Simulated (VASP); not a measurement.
Input of a VASP 6.6.1 run:

File INCAR:

```
PREC = Accurate
ENCUT = 520
EDIFF = 1E-7
ISMEAR = 0
SIGMA = 0.05
LREAL = F
LASPH = T
NELM = 80
ALGO = Normal
ISIF = 2
LWAVE = F
LCHARG = F
GGA = PE
NBANDS = 11
```

Contents of KPOINTS:

```
Automatic mesh
0
Gamma
  14 14 14
```

POSCAR

```
AlN
1.0
    0.0000000000      1.9845714768      1.9845714768
    1.9845714768      0.0000000000      1.9845714768
    1.9845714768      1.9845714768      0.0000000000
Al N
1 1
Direct
    0.0000000000      0.0000000000      0.0000000000
    0.5000000000      0.5000000000      0.5000000000
```

Potentials or basis: VASP PAW PBE potentials, release 64 (Al, N).

Command:

```sh
$ cat potpaw_PBE.64/Al/POTCAR potpaw_PBE.64/N/POTCAR > POTCAR
$ mpirun -np 1 vasp_std > vasp.out
```

Question: What does it give for the pressure?

Answer: 21.8 GPa.

Question: Estimate the band gap on the k mesh.

Answer: 5.16 eV, indirect (least direct gap 6.50 eV).

A k mesh can miss the band edges. As with any semilocal functional, this PBE gap is likely too small.
